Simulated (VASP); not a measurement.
# Co (P6_3/mmc) in VASP: further runs, part 2 of 2

VASP 6.6.1. Earlier steps stand in the parts before.

## 4. Single point, r2SCAN, collinear spin, ferromagnetic start

File POSCAR:

```
Co
1.0
    2.4715232260      0.0000000000      0.0000000000
   -1.2357616130      2.1404018997      0.0000000000
    0.0000000000      0.0000000000      4.0271144694
Co
2
Direct
    0.3333333333      0.6666666667      0.2500000000
    0.6666666667      0.3333333333      0.7500000000
```

File INCAR.step1:

```
SYSTEM = Co
PREC = Accurate
ENCUT = 520
ISMEAR = 1
SIGMA = 0.2
LREAL = .FALSE.
LASPH = .TRUE.
NELM = 150
ISPIN = 2
MAGMOM = 1.891 1.891
LMAXMIX = 4
NBANDS = 20
GGA = PE
ALGO = Normal
EDIFF = 1E-4
LWAVE = .TRUE.
LCHARG = .FALSE.
```

File INCAR.step2:

```
SYSTEM = Co
PREC = Accurate
ENCUT = 520
EDIFF = 1E-6
ISMEAR = 1
SIGMA = 0.2
LREAL = .FALSE.
LASPH = .TRUE.
NELM = 150
ALGO = Normal
ISIF = 2
LWAVE = .FALSE.
LCHARG = .FALSE.
ISPIN = 2
MAGMOM = 1.891 1.891
LORBIT = 11
LMAXMIX = 4
METAGGA = R2SCAN
LMIXTAU = .TRUE.
NBANDS = 20
ISTART = 1
```

File KPOINTS:

```
regular mesh
0
G
  15 15 8
  0 0 0
```

Potentials or basis: VASP PAW PBE potentials, release 64 (Co).

Launch:

```bash
cat potpaw_PBE.64/Co/POTCAR > POTCAR
cp INCAR.step1 INCAR
mpirun -np 1 vasp_std > vasp.out
cp INCAR.step2 INCAR
mpirun -np 1 vasp_std > vasp.out
```

OUTCAR:

```text
SYSTEM = Co
   PREC = Accurate
   ENCUT = 520
   EDIFF = 1E-6
   ISMEAR = 1
   LREAL = .FALSE.
   LASPH = .TRUE.
   NELM = 150
   ISIF = 2
   ISPIN = 2
   LORBIT = 11
   METAGGA = R2SCAN
   ISTART = 1

 ion  position               nearest neighbor table
   1  0.333  0.667  0.250-   2 2.47   2 2.47   2 2.47   2 2.47   2 2.47   2 2.47
   2  0.667  0.333  0.750-   1 2.47   1 2.47   1 2.47   1 2.47   1 2.47   1 2.47

  LATTYP: Found a hexagonal cell.
 ALAT       =     2.4715232260
 C/A-ratio  =     1.6294058769

  Lattice vectors:

 A1 = (   2.4715232260,   0.0000000000,   0.0000000000)
 A2 = (  -1.2357616130,   2.1404018997,   0.0000000000)
 A3 = (   0.0000000000,   0.0000000000,   4.0271144694)

Analysis of symmetry for initial positions (statically):
=====================================================================
 Subroutine PRICEL returns:
 Original cell was already a primitive cell.

 Routine SETGRP: Setting up the symmetry group for a
 hexagonal supercell.

 Subroutine GETGRP returns: Found 24 space group operations
 (whereof 12 operations were pure point group operations)
 out of a pool of 24 trial point group operations.
[... 746 lines left out ...]
  band No.  band energies     occupation
      1       0.5323      1.00000
      2       5.8878      1.00000
      3       9.5581      1.00000
      4       9.6630      1.00000
      5       9.6630      1.00000
      6       9.7132      1.00000
[... 541 lines left out ...]
     19      31.4839      0.00000
     20      41.3769      0.00000

 [... further k-points ...]
[... 5 lines left out ...]
  --------------------------------------------------------------------------------------
  -------------------------------------------------------------------------------------
  Total       -0.2036523     -0.2036523     -0.2405097     -0.0000000      0.0000000      0.0000000
  in kB      -15.3160207    -15.3160207    -18.0879464     -0.0000000      0.0000000      0.0000000
  external PRESSURE =     -16.2399960 kB  Pullay stress =       0.0000000 kB

 VOLUME and BASIS-vectors are now :
 -----------------------------------------------------------------------------
  energy-cutoff  :      520.00
  volume of cell :       21.30
      direct lattice vectors                 reciprocal lattice vectors
     2.471523226  0.000000000  0.000000000     0.404608781  0.233600989  0.000000000
    -1.235761613  2.140401900  0.000000000     0.000000000  0.467201977  0.000000000
     0.000000000  0.000000000  4.027114469     0.000000000  0.000000000  0.248316756

 POSITION                                       TOTAL-FORCE (eV/Angst)
 -----------------------------------------------------------------------------------
     -0.00000      1.42693      1.00678         0.000000      0.000000      0.000000
      1.23576      0.71347      3.02034        -0.000000      0.000000     -0.000000
 -----------------------------------------------------------------------------------
    total drift:                                0.000000     -0.000000     -0.000000

  FREE ENERGIE OF THE ION-ELECTRON SYSTEM (eV)
  ---------------------------------------------------
  free  energy   TOTEN  =       -26.4098555218 eV

  energy  without entropy=      -26.4096829626  energy(sigma->0) =      -26.40979800

 total charge

# of ion       s       p       d       tot
------------------------------------------
    1        0.516   0.574   7.243   8.333
    2        0.516   0.574   7.243   8.333
--------------------------------------------------
tot          1.032   1.148  14.486  16.666

 magnetization (x)

# of ion       s       p       d       tot
------------------------------------------
    1       -0.015  -0.091   1.869   1.763
    2       -0.015  -0.091   1.869   1.763
--------------------------------------------------
tot         -0.030  -0.183   3.739   3.527
```

OUTCAR.step1:

```text
SYSTEM = Co
   PREC = Accurate
   ENCUT = 520
   ISMEAR = 1
   LREAL = .FALSE.
   LASPH = .TRUE.
[... 1350 lines left out ...]
     -0.00000      1.42693      1.00678        -0.000000      0.000000      0.000000
      1.23576      0.71347      3.02034         0.000000      0.000000      0.000000
 -----------------------------------------------------------------------------------
    total drift:                                0.000000     -0.000000     -0.000000

  FREE ENERGIE OF THE ION-ELECTRON SYSTEM (eV)
  ---------------------------------------------------
  free  energy   TOTEN  =       -14.0671831151 eV

  energy  without entropy=      -14.0686554300  energy(sigma->0) =      -14.06767389
```

OSZICAR.step1:

```text
N       E                     dE             d eps       ncg     rms          rms(c)
DAV:   1     0.858705271308E+02    0.85871E+02   -0.79130E+03 11384   0.120E+03
DAV:   2    -0.114864870965E+02   -0.97357E+02   -0.87466E+02 10944   0.218E+02
DAV:   3    -0.160682774160E+02   -0.45818E+01   -0.43894E+01 12300   0.571E+01
DAV:   4    -0.161379971817E+02   -0.69720E-01   -0.69662E-01 13256   0.618E+00
DAV:   5    -0.161399599827E+02   -0.19628E-02   -0.19627E-02 12584   0.993E-01    0.151E+01
DAV:   6    -0.144694043393E+02    0.16706E+01   -0.71900E+00 12260   0.553E+01    0.678E+00
DAV:   7    -0.141029883502E+02    0.36642E+00   -0.10955E+00 12840   0.198E+01    0.389E+00
DAV:   8    -0.140825014075E+02    0.20487E-01   -0.16048E-02 14164   0.128E+00    0.185E+00
DAV:   9    -0.140671892767E+02    0.15312E-01   -0.32082E-03 17484   0.103E+00    0.496E-01
DAV:  10    -0.140671831151E+02    0.61616E-05   -0.61301E-04 14356   0.317E-01
   1 F= -.14067183E+02 E0= -.14067674E+02  d E =0.147231E-02  mag=     3.2381
```

It took 4.4 min on 1 thread of Intel Xeon Platinum 8375C at 2.90GHz (Ice Lake), shared host; peak memory 0.2 GiB.

What came out:

- Free energy: -26.4099 eV
- Pressure: -1.6 GPa
- Net moment: 3.40 μB per cell
- Site moments: Co +1.76 μB
- Valence electrons inside the program's atomic spheres: Co 8.33

Stress tensor (GPa, compression positive):
```
-1.53  0.00  0.00
 0.00 -1.53  0.00
 0.00  0.00 -1.81
```

Caveat: the PAW data sets were made with another functional, which shifts forces and pressure a little.

## 5. The runs side by side

```csv
smearing,gap on the mesh (eV),pressure (GPa),moment (μB)
methfessel-paxton 0.01 eV,none,-1.9,3.37
methfessel-paxton 0.1 eV,none,-1.9,3.38
methfessel-paxton 0.2 eV,none,-1.6,3.40
```

Alike in all rows: task single point; level r2SCAN; potentials or basis VASP PAW PBE potentials, release 64 (Co); spin collinear, ferromagnetic start; cell as given; k mesh 15 × 15 × 8; cutoff (eV) 520.

Caveats: the PAW data sets were made with another functional, which shifts forces and pressure a little.

Total energies depend on the potentials used, so only differences within one code and one set of settings carry meaning.
